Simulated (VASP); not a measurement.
# GaSb3 (Fm-3m) in VASP: notebook, part 2 of 2

VASP 6.6.1. The steps go on from the part before.

### Step 3. Vibrations by perturbation theory, PBEsol

The input, INCAR:

```
PREC = Accurate
ENCUT = 520
EDIFF = 1E-8
ISMEAR = -1
SIGMA = 0.05
LREAL = False
LASPH = True
NELM = 100
ALGO = Normal
ISIF = 2
LWAVE = False
LCHARG = False
GGA = PS
IBRION = 8
NSW = 1
```

The input, KPOINTS:

```
Automatic mesh
0
Gamma
  6 6 6
```

The input, POSCAR:

```
GaSb3
1.0
    0.0000000000      3.7305950000      3.7305950000
    3.7305950000      0.0000000000      3.7305950000
    3.7305950000      3.7305950000      0.0000000000
Sb Ga
3 1
Direct
    0.5000000000      0.5000000000      0.5000000000
    0.7500000000      0.7500000000      0.7500000000
    0.2500000000      0.2500000000      0.2500000000
    0.0000000000      0.0000000000      0.0000000000
```

Potentials or basis: VASP PAW PBE potentials, release 64 (Sb, Ga_d).

The run is started by

```
> cat potpaw_PBE.64/Sb/POTCAR potpaw_PBE.64/Ga_d/POTCAR > POTCAR
> mpirun -np 1 vasp_std > vasp.out
```

OUTCAR:

```text
PREC = Accurate
   ENCUT = 520
   EDIFF = 1E-8
   ISMEAR = -1
   LREAL = False
   LASPH = True
   NELM = 100
   ISIF = 2
   GGA = PS
   IBRION = 8
   NSW = 1

 ion  position               nearest neighbor table
   1  0.500  0.500  0.500-   3 3.23   3 3.23   3 3.23   2 3.23   3 3.23   2 3.23   2 3.23   2 3.23

   2  0.750  0.750  0.750-   1 3.23   1 3.23   1 3.23   1 3.23   4 3.23   4 3.23   4 3.23   4 3.23
                             3 3.73   3 3.73   3 3.73   3 3.73   3 3.73   3 3.73
   3  0.250  0.250  0.250-   4 3.23   4 3.23   4 3.23   1 3.23   4 3.23   1 3.23   1 3.23   1 3.23
                             2 3.73   2 3.73   2 3.73   2 3.73   2 3.73   2 3.73
   4  0.000  0.000  0.000-   2 3.23   2 3.23   2 3.23   2 3.23   3 3.23   3 3.23   3 3.23   3 3.23

  LATTYP: Found a face centered cubic cell.
 ALAT       =     7.4611900000

  Lattice vectors:

 A1 = (   0.0000000000,   3.7305950000,   3.7305950000)
[... 582 lines left out ...]
  2X     0.019402   -0.000000   -0.000000   -0.445765    0.000000    0.000000    0.588202    0.000000    0.000000   -0.161839    0.000000    0.000000
  2Y    -0.000000    0.019402    0.000000    0.000000   -0.445765    0.000000    0.000000    0.588202    0.000000    0.000000   -0.161839    0.000000
  2Z    -0.000000    0.000000    0.019402    0.000000    0.000000   -0.445765    0.000000    0.000000    0.588202    0.000000    0.000000   -0.161839
  3X     0.019402   -0.000000   -0.000000    0.588202    0.000000    0.000000   -0.445765    0.000000    0.000000   -0.161839    0.000000    0.000000
  3Y    -0.000000    0.019402    0.000000    0.000000    0.588202    0.000000    0.000000   -0.445765    0.000000    0.000000   -0.161839    0.000000
  3Z    -0.000000    0.000000    0.019402    0.000000    0.000000    0.588202    0.000000    0.000000   -0.445765    0.000000    0.000000   -0.161839
  4X     0.745811    0.000000    0.000000   -0.151840    0.000000    0.000000   -0.151840    0.000000    0.000000   -0.442131    0.000000    0.000000
  4Y     0.000000    0.745811    0.000000    0.000000   -0.151840    0.000000    0.000000   -0.151840    0.000000    0.000000   -0.442131    0.000000
  4Z     0.000000    0.000000    0.745811    0.000000    0.000000   -0.151840    0.000000    0.000000   -0.151840    0.000000    0.000000   -0.442131

 Eigenvectors and eigenvalues of the dynamical matrix
 ----------------------------------------------------

   1 f  =    1.889431 THz    11.871648 2PiTHz   63.024648 cm-1     7.814057 meV
             X         Y         Z           dx          dy          dz
      3.730595  3.730595  3.730595    -0.693339   -0.050504    0.005218
      5.595892  5.595892  5.595892     0.084005    0.006119   -0.000632
      1.865298  1.865298  1.865298     0.084005    0.006119   -0.000632
      0.000000  0.000000  0.000000     0.706989    0.051499   -0.005321
[... 71 lines left out ...]
  12 f/i=    0.862912 THz     5.421834 2PiTHz   28.783634 cm-1     3.568714 meV
             X         Y         Z           dx          dy          dz
      3.730595  3.730595  3.730595    -0.000000    0.000000   -0.468732
      5.595892  5.595892  5.595892     0.000000   -0.000000    0.475559
      1.865298  1.865298  1.865298     0.000000   -0.000000    0.475559
      0.000000  0.000000  0.000000    -0.000000    0.000000   -0.572694

--------------------------------------------------------------------------------------------------------

 ELASTIC MODULI CONTR FROM IONIC RELAXATION (kBar)
 Direction    XX          YY          ZZ          XY          YZ          ZX
 --------------------------------------------------------------------------------
 XX          -0.0000      0.0000     -0.0000     -0.0000     -0.0000     -0.0000
 YY           0.0000     -0.0000      0.0000     -0.0000      0.0000      0.0000
 ZZ          -0.0000      0.0000     -0.0000      0.0000      0.0000     -0.0000
 XY          -0.0000     -0.0000      0.0000   -742.1094      0.0000      0.0000
 YZ          -0.0000      0.0000      0.0000      0.0000   -742.1094      0.0000
 ZX          -0.0000      0.0000     -0.0000      0.0000      0.0000   -742.1094
 --------------------------------------------------------------------------------
```

OSZICAR:

```text
N       E                     dE             d eps       ncg     rms          rms(c)
DAV:   1     0.154109735570E+03    0.15411E+03   -0.11909E+04   584   0.165E+03
DAV:   2    -0.289699902875E+01   -0.15701E+03   -0.15402E+03   672   0.329E+02
DAV:   3    -0.156991103705E+02   -0.12802E+02   -0.12162E+02   706   0.872E+01
DAV:   4    -0.162556749502E+02   -0.55656E+00   -0.52962E+00   716   0.155E+01
DAV:   5    -0.162712593892E+02   -0.15584E-01   -0.15495E-01   732   0.237E+00    0.303E+00
[... 57 lines left out ...]
RMM:  12    -0.166609727240E+00    0.80127E-07   -0.39618E-08  2172   0.313E-04    0.533E-06
RMM:  13    -0.166609749551E+00   -0.22311E-07   -0.49113E-08  2172   0.212E-04    0.657E-06
RMM:  14    -0.166609702617E+00    0.46934E-07   -0.39277E-08  2112   0.161E-04    0.258E-06
RMM:  15    -0.166609691300E+00    0.11317E-07   -0.53689E-08  2185   0.131E-04    0.146E-06
RMM:  16    -0.166609685945E+00    0.53552E-08   -0.52343E-08  2000   0.116E-04    0.412E-07
 Linear response finished
```

stdout:

```text
POSCAR found type information on POSCAR SbGa
 POSCAR found :  2 types and       4 ions
 scaLAPACK will be used
 -----------------------------------------------------------------------------
|                                                                             |
|                                                                             |
|     You enforced a specific xc type in the INCAR file but a different       |
[... 34 lines left out ...]
 Linear response progress:
 first order change of Fermi-energy   0.57720E-04
 force on displaced ion       1 direction 1 :  -0.778   0.000   0.000
 Linear response progress:
 first order change of Fermi-energy  -0.11519E-04
 force on displaced ion       2 direction 1 :  -0.446   0.000   0.000
 Linear response progress:
 first order change of Fermi-energy   0.49026E-04
 force on displaced ion       4 direction 1 :  -0.442   0.000   0.000
 Linear response finished
```

Wall time 14 min (1 thread of Intel Xeon 8259CL, shared host); peak memory 0.42 GiB.

Results:

| Item | Value |
| --- | --- |
| Highest phonon frequency at Γ, LO-TO splitting left out | 63 cm⁻¹ |
| Most unstable mode | 29i cm⁻¹ |

Phonon frequencies in cm⁻¹ (negative: imaginary):
```
              q point                          frequencies
(0.000, 0.000, 0.000)  -29 -29 -29 1 1 1 48 48 48 63 63 63
```

Caveat: the cell stands under pressure or tension, which shifts response properties; some modes are imaginary; the PAW data sets were made with another functional, which shifts forces and pressure a little; spin-orbit coupling is left out, which moves the levels of the heavy elements.

### Step 4. Elastic constants, PBEsol

The input, INCAR:

```
  PREC = Accurate
  ENCUT = 600
  EDIFF = 1E-8
  ISMEAR = -1
  SIGMA = 0.05
  LREAL = F
  LASPH = T
  NELM = 100
  ALGO = Fast
  ISIF = 3
  LWAVE = F
  LCHARG = F
  GGA = PS
  IBRION = 6
  NFREE = 2
  POTIM = 0.015
  NSW = 1
```

KPOINTS is that of step 3.

POSCAR is that of step 3.

Potentials or basis: VASP PAW PBE potentials, release 64 (Sb, Ga_d).

The run is started by

```
> cat potpaw_PBE.64/Sb/POTCAR potpaw_PBE.64/Ga_d/POTCAR > POTCAR
> mpirun -np 1 vasp_std > vasp.out
```

OUTCAR:

```text
PREC = Accurate
   ENCUT = 600
   EDIFF = 1E-8
   ISMEAR = -1
   LREAL = F
   LASPH = T
   NELM = 100
   ISIF = 3
   GGA = PS
   IBRION = 6
   NFREE = 2
   POTIM = 0.015
   NSW = 1

 ion  position               nearest neighbor table
   1  0.500  0.500  0.500-   3 3.23   3 3.23   3 3.23   2 3.23   3 3.23   2 3.23   2 3.23   2 3.23

   2  0.750  0.750  0.750-   1 3.23   1 3.23   1 3.23   1 3.23   4 3.23   4 3.23   4 3.23   4 3.23
                             3 3.73   3 3.73   3 3.73   3 3.73   3 3.73   3 3.73
   3  0.250  0.250  0.250-   4 3.23   4 3.23   4 3.23   1 3.23   4 3.23   1 3.23   1 3.23   1 3.23
                             2 3.73   2 3.73   2 3.73   2 3.73   2 3.73   2 3.73
   4  0.000  0.000  0.000-   2 3.23   2 3.23   2 3.23   2 3.23   3 3.23   3 3.23   3 3.23   3 3.23

  LATTYP: Found a face centered cubic cell.
 ALAT       =     7.4611900000

  Lattice vectors:

 A1 = (   0.0000000000,   3.7305950000,   3.7305950000)
 A2 = (   3.7305950000,   0.0000000000,   3.7305950000)
 A3 = (   3.7305950000,   3.7305950000,   0.0000000000)

Analysis of symmetry for initial positions (statically):
=====================================================================
 Subroutine PRICEL returns:
 Original cell was already a primitive cell.

 Routine SETGRP: Setting up the symmetry group for a
 face centered cubic supercell.

 Subroutine GETGRP returns: Found 48 space group operations
 (whereof 48 operations were pure point group operations)
 out of a pool of 48 trial point group operations.

The static configuration has the point symmetry O_h .

Analysis of symmetry for dynamics (positions and initial velocities):
=====================================================================
 Subroutine PRICEL returns:
 Original cell was already a primitive cell.

 Routine SETGRP: Setting up the symmetry group for a
 face centered cubic supercell.

 Subroutine GETGRP returns: Found 48 space group operations
 (whereof 48 operations were pure point group operations)
 out of a pool of 48 trial point group operations.

The dynamic configuration has the point symmetry O_h .

 Subroutine INISYM returns: Found 48 space group operations
 (whereof 48 operations are pure point group operations),
 and found     1 'primitive' translations

----------------------------------------------------------------------------------------

                                     Primitive cell

  volume of cell :     103.8399

  direct lattice vectors                    reciprocal lattice vectors
     0.000000000  3.730595000  3.730595000    -0.134026878  0.134026878  0.134026878
     3.730595000  0.000000000  3.730595000     0.134026878 -0.134026878  0.134026878
     3.730595000  3.730595000  0.000000000     0.134026878  0.134026878 -0.134026878

[... 242 lines left out ...]

 number of electron      28.0000008 magnetization

------------------------ aborting loop because EDIFF is reached ----------------------------------------
[... 71 lines left out ...]
--------------------------------------- Ionic step       19  -------------------------------------------

 number of electron      28.0000005 magnetization

 Free energy of the ion-electron system (eV)
  ---------------------------------------------------
  ext. energy  EPLUGINS =         0.00000000
  ---------------------------------------------------
  free energy    TOTEN  =       -16.22432003 eV

  energy without entropy =      -16.18800679  energy(sigma->0) =      -16.20616341

 E-fermi :   7.4419     XC(G=0): -10.2977

 val. band max:        7.4317253642   @ k =   0.0000   0.5000   0.1667
 cond. band min:       7.4871654718   @ k =   0.0000   0.3333   0.1667
 fundamental gap:      0.0554401077
 Fermi energy:         7.4418710155

 k-point     1 :       0.0000    0.0000    0.0000
  band No.  band energies     occupation
      1      -7.4990      2.00000
      2      -7.4990      2.00000
      3      -7.4990      2.00000
      4      -7.4865      2.00000
      5      -7.4865      2.00000
      6      -5.1299      2.00000
[... 481 lines left out ...]
      5      -7.4867      2.00000
      6      -3.0655      2.00000
[... 10 lines left out ...]
     17       9.9282      0.00000
     18      10.4741      0.00000

 [... further k-points ...]
[... 5 lines left out ...]
  --------------------------------------------------------------------------------------
  -------------------------------------------------------------------------------------
  Total       -2.2386185     -2.2376855     -2.2376855      0.0000000      0.0000000      0.0000000
  in kB      -34.5403204    -34.5259247    -34.5259247      0.0000000      0.0000000      0.0000000
  external PRESSURE =     -34.5307233 kB  Pullay stress =       0.0000000 kB
[... 19 lines left out ...]
  FREE ENERGIE OF THE ION-ELECTRON SYSTEM (eV)
  ---------------------------------------------------
  free  energy   TOTEN  =       -16.2243200322 eV

  energy  without entropy=      -16.1880067888  energy(sigma->0) =      -16.20616341

 INTERNAL STRAIN TENSORS FROM STRAINED CELLS
 ============================================

 INTERNAL STRAIN TENSOR FOR ION    1 for displacements in x,y,z  (eV/Angst):
          X           Y           Z          XY          YZ          ZX
  --------------------------------------------------------------------------------
  x    -0.00000     0.00000    -0.00000    -0.00000     0.00000     0.00000
  y    -0.00000    -0.00000     0.00000    -0.00000     0.00000    -0.00000
  z    -0.00000     0.00000     0.00000     0.00000     0.00000     0.00000

 INTERNAL STRAIN TENSORS FROM DISPLACED ATOMS
 ============================================

 INTERNAL STRAIN TENSOR FOR ION    1 for displacements in x,y,z  (eV/Angst):
          X           Y           Z          XY          YZ          ZX
  --------------------------------------------------------------------------------
  x     0.00000     0.00000     0.00000     0.00000     0.00000     0.00000
  y     0.00000     0.00000     0.00000     0.00000     0.00000     0.00000
  z     0.00000     0.00000     0.00000     0.00000     0.00000     0.00000

 INTERNAL STRAIN TENSOR FOR ION    4 for displacements in x,y,z  (eV/Angst):
          X           Y           Z          XY          YZ          ZX
  --------------------------------------------------------------------------------
  x     0.00000     0.00000     0.00000     0.00000     0.00000     0.00000
  y     0.00000     0.00000     0.00000     0.00000     0.00000     0.00000
  z     0.00000     0.00000     0.00000     0.00000     0.00000     0.00000

 Eigenvectors and eigenvalues of the dynamical matrix
 ----------------------------------------------------

   1 f  =    1.882126 THz    11.825747 2PiTHz   62.780969 cm-1     7.783845 meV
             X         Y         Z           dx          dy          dz
      3.730595  3.730595  3.730595    -0.689713    0.106425    0.002852
      5.595892  5.595892  5.595892     0.085523   -0.013197   -0.000354
      1.865298  1.865298  1.865298     0.085523   -0.013197   -0.000354
      0.000000  0.000000  0.000000     0.697421   -0.107615   -0.002884
[... 71 lines left out ...]
  12 f/i=    0.873207 THz     5.486524 2PiTHz   29.127065 cm-1     3.611294 meV
             X         Y         Z           dx          dy          dz
      3.730595  3.730595  3.730595    -0.332494    0.332157    0.009202
      5.595892  5.595892  5.595892     0.332663   -0.332326   -0.009206
      1.865298  1.865298  1.865298     0.332663   -0.332326   -0.009206
      0.000000  0.000000  0.000000    -0.410407    0.409991    0.011358

--------------------------------------------------------------------------------------------------------

 ELASTIC MODULI CONTR FROM IONIC RELAXATION (kBar)
 Direction    XX          YY          ZZ          XY          YZ          ZX
 --------------------------------------------------------------------------------
 XX          -0.0000     -0.0000     -0.0000     -0.0000     -0.0000     -0.0000
 YY          -0.0000     -0.0000     -0.0000     -0.0000     -0.0000     -0.0000
 ZZ          -0.0000     -0.0000     -0.0000     -0.0000     -0.0000     -0.0000
 XY          -0.0000     -0.0000     -0.0000   -756.4034     -0.0000      0.0000
 YZ          -0.0000     -0.0000     -0.0000     -0.0000   -756.4034      0.0000
 ZX          -0.0000     -0.0000     -0.0000      0.0000      0.0000   -756.4034
 --------------------------------------------------------------------------------

 TOTAL ELASTIC MODULI (kBar)
 Direction    XX          YY          ZZ          XY          YZ          ZX
 --------------------------------------------------------------------------------
 XX         464.8814    457.3875    457.3875     -0.0000     -0.0000     -0.0000
 YY         457.3875    464.8814    457.3875      0.0000     -0.0000     -0.0000
 ZZ         457.3875    457.3875    464.8814     -0.0000     -0.0000     -0.0000
 XY          -0.0000      0.0000     -0.0000   -899.7906     -0.0000      0.0000
 YZ          -0.0000     -0.0000     -0.0000     -0.0000   -899.7906      0.0000
 ZX          -0.0000     -0.0000     -0.0000      0.0000      0.0000   -899.7906
 --------------------------------------------------------------------------------
```

OSZICAR:

```text
N       E                     dE             d eps       ncg     rms          rms(c)
DAV:   1     0.166732350422E+03    0.16673E+03   -0.12822E+04   608   0.180E+03
DAV:   2    -0.155621467959E+00   -0.16689E+03   -0.16365E+03   634   0.345E+02
DAV:   3    -0.155761070930E+02   -0.15420E+02   -0.14737E+02   730   0.940E+01
[... 280 lines left out ...]
RMM:   6    -0.162243191718E+02   -0.38770E-05   -0.54244E-05  1635   0.565E-02    0.228E-03
RMM:   7    -0.162243200216E+02   -0.84987E-06   -0.96175E-06  1587   0.217E-02    0.184E-03
RMM:   8    -0.162243200125E+02    0.91818E-08   -0.98377E-07  1453   0.938E-03    0.505E-04
RMM:   9    -0.162243200292E+02   -0.16722E-07   -0.36714E-07  1355   0.466E-03    0.315E-04
RMM:  10    -0.162243200322E+02   -0.30273E-08   -0.90253E-08  1065   0.238E-03
  19 F= -.16224320E+02 E0= -.16206163E+02  d E =-.363132E-01
```

Run time: 36 min. Hardware: 1 thread of Oxide Virtual Turin-like, shared host; peak memory 0.44 GiB.

Results:

```yaml
Elastic_constants_C11_C12_C44: 46, 46, -90 GPa
Voigt_bulk_modulus: 46 GPa
Highest_phonon_frequency_at_Γ_LO-TO_splitting_left_out: 63 cm⁻¹
Most_unstable_mode: 29i cm⁻¹
```

Phonon frequencies in cm⁻¹ (negative: imaginary):
```
              q point                          frequencies
(0.000, 0.000, 0.000)  -29 -29 -29 0 0 0 48 48 48 63 63 63
```

Elastic tensor in Voigt notation (GPa, in the Cartesian axes of the cell as first typed):
```
 46  46  46   0   0   0
 46  46  46   0   0   0
 46  46  46   0   0   0
  0   0   0 -90   0   0
  0   0   0   0 -90   0
  0   0   0   0   0 -90
```

Clamped-ion elastic tensor (GPa):
```
 46  46  46   0   0   0
 46  46  46   0   0   0
 46  46  46   0   0   0
  0   0   0 -14   0   0
  0   0   0   0 -14   0
  0   0   0   0   0 -14
```

Caveat: the cell is under stress, which shifts elastic constants; some modes are imaginary; the elastic tensor has a negative eigenvalue, so either the cell is unstable as it stands or the mesh is too thin; the PAW data sets were made with another functional, which shifts forces and pressure a little; spin-orbit coupling is left out, which moves the levels of the heavy elements.
